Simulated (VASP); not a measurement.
# LiF (Griceite) (Fm-3m) in VASP: single point with PBEsol+D3(BJ)

Aim: the single point of LiF (Griceite) with PBEsol+D3(BJ).

Program: VASP 6.6.1. These are calculated values, not measurements. Logs are shortened: lines on timing, memory, paths and dates and some standing lists are left out, and cuts for length are marked.

### Step 1. The cell of the first run

It takes space group Fm-3m (No. 225, cubic). The conventional cell has a = 4.028 Å, b = 4.028 Å, c = 4.028 Å, α = 90.00°, β = 90.00°, γ = 90.00°. Within 2.7 Å of Li (site symmetry m-3m) lie 6 F at 2.01 Å. Within 2.7 Å of F (site symmetry m-3m) lie 6 Li at 2.01 Å.

### Step 2. Single point, PBEsol+D3(BJ)

The input, INCAR:

```
SYSTEM = LiF
PREC = Accurate
ENCUT = 520
EDIFF = 1E-6
ISMEAR = -1
SIGMA = 0.01
LREAL = .False.
LASPH = .True.
NELM = 60
ALGO = Normal
ISIF = 2
LWAVE = .False.
LCHARG = .False.
GGA = PS
IVDW = 12
NBANDS = 12
```

The input, KPOINTS:

```
Automatic mesh
0
Gamma
  2 2 2
  0 0 0
```

The input, POSCAR:

```
LiF
1.0
    2.8482260000      0.0000000000      0.0000000000
    1.4241130000      2.4666360717      0.0000000000
    1.4241130000      0.8222120239      2.3255667907
Li F
1 1
Direct
    0.0000000000      0.0000000000      0.0000000000
    0.5000000000      0.5000000000      0.5000000000
```

Potentials or basis: VASP PAW PBE potentials, release 64 (Li_sv, F).

Run with:

```bash
$ cat potpaw_PBE.64/Li_sv/POTCAR potpaw_PBE.64/F/POTCAR > POTCAR
$ mpirun -np 1 vasp_std > vasp.out
```

OUTCAR:

```text
SYSTEM = LiF
   PREC = Accurate
   ENCUT = 520
   EDIFF = 1E-6
   ISMEAR = -1
   LREAL = .False.
   LASPH = .True.
   NELM = 60
   ISIF = 2
   GGA = PS
   IVDW = 12
 IVDW          = 12

 ion  position               nearest neighbor table
   1  0.000  0.000  0.000-   2 2.01   2 2.01   2 2.01   2 2.01   2 2.01   2 2.01
   2  0.500  0.500  0.500-   1 2.01   1 2.01   1 2.01   1 2.01   1 2.01   1 2.01

  LATTYP: Found a face centered cubic cell.
 ALAT       =     4.0279998379

  Lattice vectors:

 A1 = (   2.8482260000,   0.0000000000,   0.0000000000)
 A2 = (   1.4241130000,   2.4666360717,   0.0000000000)
 A3 = (   1.4241130000,   0.8222120239,   2.3255667907)

Analysis of symmetry for initial positions (statically):
=====================================================================
 Subroutine PRICEL returns:
 Original cell was already a primitive cell.

 Routine SETGRP: Setting up the symmetry group for a
 face centered cubic supercell.

 Subroutine GETGRP returns: Found 48 space group operations
 (whereof 48 operations were pure point group operations)
 out of a pool of 48 trial point group operations.

The static configuration has the point symmetry O_h .

Analysis of symmetry for dynamics (positions and initial velocities):
=====================================================================
 Subroutine PRICEL returns:
 Original cell was already a primitive cell.

 Routine SETGRP: Setting up the symmetry group for a
 face centered cubic supercell.

 Subroutine GETGRP returns: Found 48 space group operations
 (whereof 48 operations were pure point group operations)
 out of a pool of 48 trial point group operations.

The dynamic configuration has the point symmetry O_h .

 Subroutine INISYM returns: Found 48 space group operations
 (whereof 48 operations are pure point group operations),
 and found     1 'primitive' translations

----------------------------------------------------------------------------------------

                                     Primitive cell

  volume of cell :      16.3384

  direct lattice vectors                    reciprocal lattice vectors
     2.848226000  0.000000000  0.000000000     0.351095735 -0.202705217 -0.143334233
     1.424113000  2.466636072  0.000000000     0.000000000  0.405410434 -0.143334233
     1.424113000  0.822212024  2.325566791     0.000000000  0.000000000  0.430002700

  length of vectors
     2.848226000  2.848226000  2.848226000     0.430002700  0.430002700  0.430002700

  position of ions in fractional coordinates (direct lattice)
     0.000000000  0.000000000  0.000000000
     0.500000000  0.500000000  0.500000000

  ion indices of the primitive-cell ions
   primitive index   ion index
                 1           1
                 2           2

----------------------------------------------------------------------------------------

 KPOINTS: Automatic mesh

Automatic generation of k-mesh.
 Grid dimensions read from file:
 generate k-points for:    2    2    2

 Generating k-lattice:

  Cartesian coordinates                     Fractional coordinates (reciprocal lattice)
     0.175547867 -0.101352608 -0.071667117     0.500000000  0.000000000 -0.000000000
     0.000000000  0.202705217 -0.071667117     0.000000000  0.500000000  0.000000000
     0.000000000  0.000000000  0.215001350     0.000000000  0.000000000  0.500000000

  Length of vectors
     0.215001350  0.215001350  0.215001350

  Shift w.r.t. Gamma in fractional coordinates (k-lattice)
     0.000000000  0.000000000  0.000000000

 Subroutine IBZKPT returns following result:
 ===========================================

 Found      3 irreducible k-points:

 Following reciprocal coordinates:
            Coordinates               Weight
  0.000000  0.000000  0.000000      1.000000
  0.500000 -0.000000  0.000000      4.000000
  0.500000  0.500000  0.000000      3.000000
   k-points           NKPTS =      3   k-points in BZ     NKDIM =      3   number of bands    NBANDS=     12
   number of dos      NEDOS =    301   number of ions     NIONS =      2
   total plane-waves  NPLWV =  13824
   dimension x,y,z NGX =    24 NGY =   24 NGZ =   24
   dimension x,y,z NGXF=    48 NGYF=   48 NGZF=   48
   ions per type =               1   1
   NGX,Y,Z   is equivalent  to a cutoff of  14.01, 14.01, 14.01 a.u.
   NGXF,Y,Z  is equivalent  to a cutoff of  28.02, 28.02, 28.02 a.u.
 SYSTEM =  LiF
   PREC   = accura    normal or accurate (medium, high low for compatibility)
   ISTART =      0    job   : 0-new  1-cont  2-samecut
   ICHARG =      2    charge: 1-file 2-atom 10-const
   ISPIN  =      1    spin polarized calculation?
   LNONCOLLINEAR =      F non collinear calculations
   LSORBIT =      F    spin-orbit coupling
   LASPH  =      T    aspherical Exc in radial PAW
   ENCUT  =  520.0 eV  38.22 Ry    6.18 a.u.   5.30  5.30  5.30*2*pi/ulx,y,z
   NELM   =     60;   NELMIN=  2; NELMDL= -5     # of ELM steps
   EDIFF  = 0.1E-05   stopping-criterion for ELM
   LREAL  =      F    real-space projection
   EDIFFG = 0.1E-04   stopping-criterion for IOM
   NSW    =      0    number of steps for IOM
   IBRION =     -1    ionic relax: 0-MD 1-quasi-New 2-CG
   NFREE  =      0    steps in history (QN), initial steepest desc. (CG)
   ISIF   =      2    stress and relaxation
   ISYM   =      2    0-nonsym 1-usesym 2-fastsym
   POTIM  = 0.5000    time-step for ionic-motion
   TEBEG  =    0.0;   TEEND  =   0.0 temperature during run
   PSTRESS=    0.0 pullay stress
   NELECT =      10.0000    total number of electrons
   NUPDOWN=      -1.0000    fix difference up-down
   EMIN   =  10.00;   EMAX   =-10.00  energy-range for DOS
   EFERMI =   0.00;   METHOD = LEGACY
   ISMEAR =    -1;   SIGMA  =   0.01  broadening in eV -4-tet -1-fermi 0-gaus
   EFERMI_NEDOS =   21; number of points for ismear=-14 and -15
   IALGO  =     38    algorithm
   IMIX   =      4    mixing-type and parameters
     AMIX     =   0.40;   BMIX     =  1.00
     AMIX_MAG =   1.60;   BMIX_MAG =  1.00
  volume/ion in A,a.u.               =       8.17        55.13
  Fermi-wavevector in a.u.,A,eV,Ry     =   1.389970  2.626662 26.286676  1.932016
  Thomas-Fermi vector in A             =   2.513950
   LORBIT       =      0    0 simple, 1 ext, 2 COOP (PROOUT), +10 PAW based schemes
   GGA     = PS    functional components
   LHFCALC =     F    Hartree Fock is set to
   AEXX    =    0.0000 exact exchange contribution
   IVDW    =    12    specifies the selected vdW correction
   LEPSILON=     F    determine dielectric tensor
   LRPA    =     F    only Hartree local field effects (RPA)
 non-spin polarized calculation
  energy-cutoff  :      520.00
  volume of cell :       16.34
 maximum number of plane-waves:       459
 NGX is ok and might be reduce to    24
   NGX = 11   NGY = 11   NGZ = 11

 number of electron      10.0000000 magnetization

 number of electron       9.9999992 magnetization

 Free energy of the ion-electron system (eV)
  ---------------------------------------------------
  ext. energy  EPLUGINS =         0.00000000
  ---------------------------------------------------
  free energy    TOTEN  =        -9.50835249 eV

  energy without entropy =       -9.50835249  energy(sigma->0) =       -9.50835249

 E-fermi :  -0.3956     XC(G=0): -10.1243

 val. band max:       -0.8097078415   @ k =   0.0000   0.0000   0.0000
 cond. band min:       7.9392615231   @ k =   0.0000   0.0000   0.0000
 fundamental gap:      8.7489693646
 Fermi energy:        -0.3955705153

 k-point     1 :       0.0000    0.0000    0.0000
  band No.  band energies     occupation
      1     -41.4121      2.00000
      2     -20.6875      2.00000
      3      -0.8097      2.00000
      4      -0.8097      2.00000
      5      -0.8097      2.00000
      6       7.9393      0.00000
      7      22.7500      0.00000
      8      22.7500      0.00000
      9      22.7500      0.00000
     10      23.0798      0.00000
     11      23.0799      0.00000
     12      23.0799      0.00000

 k-point     2 :       0.5000   -0.0000    0.0000
  band No.  band energies     occupation
      1     -41.3491      2.00000
      2     -20.2341      2.00000
      3      -3.4298      2.00000
      4      -1.0453      2.00000
      5      -1.0453      2.00000
      6       9.5676      0.00000
      7      15.6428      0.00000
      8      17.6718      0.00000
      9      17.6719      0.00000
     10      29.1540      0.00000
     11      29.8275      0.00000
     12      29.8275      0.00000

 k-point     3 :       0.5000    0.5000    0.0000
  band No.  band energies     occupation
      1     -41.3331      2.00000
      2     -19.9556      2.00000
      3      -3.9458      2.00000
      4      -1.8489      2.00000
      5      -1.8489      2.00000
      6      13.7210      0.00000
      7      15.1852      0.00000
      8      16.2895      0.00000
      9      19.0795      0.00000
     10      19.0795      0.00000
     11      32.1947      0.00000
     12      37.0947      0.00000

------------------------ aborting loop because EDIFF is reached ----------------------------------------

 Edisp (eV)   -0.28883

 E8    (eV) :    -0.1708

  FORCE on cell =-STRESS in cart. coord.  units (eV):
  Direction    XX          YY          ZZ          XY          YZ          ZX
  --------------------------------------------------------------------------------------
  -------------------------------------------------------------------------------------
  Total       0.13113     0.13113     0.13113    -0.00000     0.00000     0.00000
  in kB      12.85884    12.85884    12.85884    -0.00000     0.00000     0.00000
  external pressure =       12.86 kB  Pullay stress =        0.00 kB

 VOLUME and BASIS-vectors are now :
 -----------------------------------------------------------------------------
  energy-cutoff  :      520.00
  volume of cell :       16.34
      direct lattice vectors                 reciprocal lattice vectors
     2.848226000  0.000000000  0.000000000     0.351095735 -0.202705217 -0.143334233
     1.424113000  2.466636072  0.000000000     0.000000000  0.405410434 -0.143334233
     1.424113000  0.822212024  2.325566791     0.000000000  0.000000000  0.430002700

 POSITION                                       TOTAL-FORCE (eV/Angst)
 -----------------------------------------------------------------------------------
      0.00000      0.00000      0.00000         0.000000     -0.000000      0.000000
      2.84823      1.64442      1.16278        -0.000000      0.000000      0.000000
 -----------------------------------------------------------------------------------
    total drift:                               -0.000000      0.000000     -0.000000

  FREE ENERGIE OF THE ION-ELECTRON SYSTEM (eV)
  ---------------------------------------------------
  free  energy   TOTEN  =        -9.7971819691 eV

  energy  without entropy=       -9.7971819691  energy(sigma->0) =       -9.79718197
```

Run time: 1.4 s. Hardware: 1 thread of AMD EPYC 9R45 (Zen 5), shared host; peak memory 0.11 GiB.

What came out:

```
Free energy                : -9.7972 eV
Band gap on the k mesh     : 8.75 eV, direct
Dispersion energy per atom : -0.144 eV
```

Levels at points of the mesh, in eV from the valence-band top:
```tsv
k point	band 1	band 2	band 3	band 4	band 5	band 6	band 7	band 8	band 9	band 10
(0.00, 0.00, 0.00)	-40.60	-19.88	0.00	0.00	0.00	8.75	23.56	23.56	23.56	23.89
(0.50, 0.00, 0.00)	-40.54	-19.42	-2.62	-0.24	-0.24	10.38	16.45	18.48	18.48	29.96
(0.50, 0.50, 0.00)	-40.52	-19.15	-3.14	-1.04	-1.04	14.53	15.99	17.10	19.89	19.89
```

Caveat: the k points lie up to 1.35 Å⁻¹ apart; the cutoff is under 1.25 times the usual one of these potentials, so pressure, stress and relaxed cells hold a basis-set (Pulay) error; the PAW data sets were made with another functional, which shifts forces and pressure a little. PBEsol gaps usually lie below the measured ones, often by a third to a half.
